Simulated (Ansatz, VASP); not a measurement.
Two plane-wave programs on BN

INCAR

```
  ALGO = Normal
  EDIFF = 1E-7
  ENCUT = 520
  GGA = PE
  ISIF = 2
  ISMEAR = 0
  LASPH = True
  LCHARG = False
  LREAL = False
  LWAVE = False
  NBANDS = 16
  NELM = 100
  PREC = Accurate
  SIGMA = 0.05
```

Contents of KPOINTS:

```
k-points
0
Gamma
  12 12 6
```

File POSCAR:

```
BN
1.0
    2.3496244336      0.0000000000      0.0000000000
   -1.1748122168      2.0348344488      0.0000000000
    0.0000000000      0.0000000000      4.2268550000
B N
2 2
Direct
    0.6666666667      0.3333333333      0.9997240000
    0.3333333333      0.6666666667      0.4997240000
    0.6666666667      0.3333333333      0.6252760000
    0.3333333333      0.6666666667      0.1252760000
```

Input for Ansatz:

```yaml
crystal:
  lattice:
    - [2.3496244336, 0.0, 0.0]
    - [-1.1748122168, 2.0348344488, 0.0]
    - [0.0, 0.0, 4.226855]
  atoms:
    - { symbol: B, position: [0.6666666667, 0.3333333333, 0.999724] }
    - { symbol: B, position: [0.3333333333, 0.6666666667, 0.499724] }
    - { symbol: "N", position: [0.6666666667, 0.3333333333, 0.625276] }
    - { symbol: "N", position: [0.3333333333, 0.6666666667, 0.125276] }
basis:
  ecutwfc: 420
kpoints:
  mp_grid: { grid: [12, 12, 6] }
hamiltonian:
  xc: pbe
scf:
  occupations: { method: gaussian, width: 0.05 }
output:
  forces: true
  stress: true
  eigenvalues: true
```

Change from the starting cell: strain -0.080 along x and y, +0.000 along z, atoms carried along.

Alike in both runs: task single point; functional PBE; k mesh 12 × 12 × 6; occupations gaussian, width 0.05 eV; no spin polarisation.

|  | VASP | Ansatz |
| --- | --- | --- |
| version | VASP 6.6.1 | Ansatz 0.2.0 |
| potentials or method | VASP PAW PBE potentials, release 64 (B, N), cutoff 520 eV | scalar-relativistic, plane waves, PAW |
| valence electrons in the cell | 16 | 16 |

Ansatz gave:

* gap on the k mesh at the Fermi level (eV): 4.49
* least direct gap on the mesh (eV): 6.46
* pressure (GPa): 88.1
* traceless stress, the component that is largest in VASP (GPa): -75.58
* rms of the force components (eV/Å): 0.381

**Question.** Which values does VASP return?

**Answer.** gap on the k mesh at the Fermi level (eV): 4.46; least direct gap on the mesh (eV): 6.44; pressure (GPa): 88.8; traceless stress, the component that is largest in VASP (GPa): -76.03; rms of the force components (eV/Å): 0.390.

Atom by atom the forces differ by 0.009 eV/Å (rms over components). Both programs put the cell under a high pressure, so it lies far from rest at this level.

Noted on VASP's run: the cell as given lies far from equilibrium.
